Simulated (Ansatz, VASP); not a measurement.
**One calculation of SbW, two programs**

```
W Sb
1.0
     0.00000    3.09398    3.09398
     3.09398    0.00000    3.09398
     3.09398    3.09398    0.00000
W Sb
1 1
Cartesian
  0.0000 0.0000 0.0000
  1.5470 1.5470 1.5470
```

Alike in both runs: task single point; functional r2SCAN; k mesh 10 × 10 × 10; occupations gaussian, width 0.05 eV; no spin polarisation.

```csv
,VASP,Ansatz
version,VASP 6.6.1,Ansatz 0.2.0
potentials or method,"VASP PAW PBE potentials, release 64 (W_sv, Sb), cutoff 520 eV","scalar-relativistic, plane waves, PAW"
valence electrons in the cell,19,29
```

|  | VASP | Ansatz | Ansatz less VASP |
| --- | --- | --- | --- |
| gap on the k mesh at the Fermi level (eV) | none | none | - |
| pressure (GPa) | -3.3 | -3.4 | -0.11 |

VASP's potentials were made for PBE, not for r2SCAN. A gap of «none» marks a metal or a gap that the smearing closes. VASP's potentials hold 19 valence electrons a cell and Ansatz's 29, so a difference there can come from the potentials and not from the codes.

Spin-orbit coupling is off throughout.
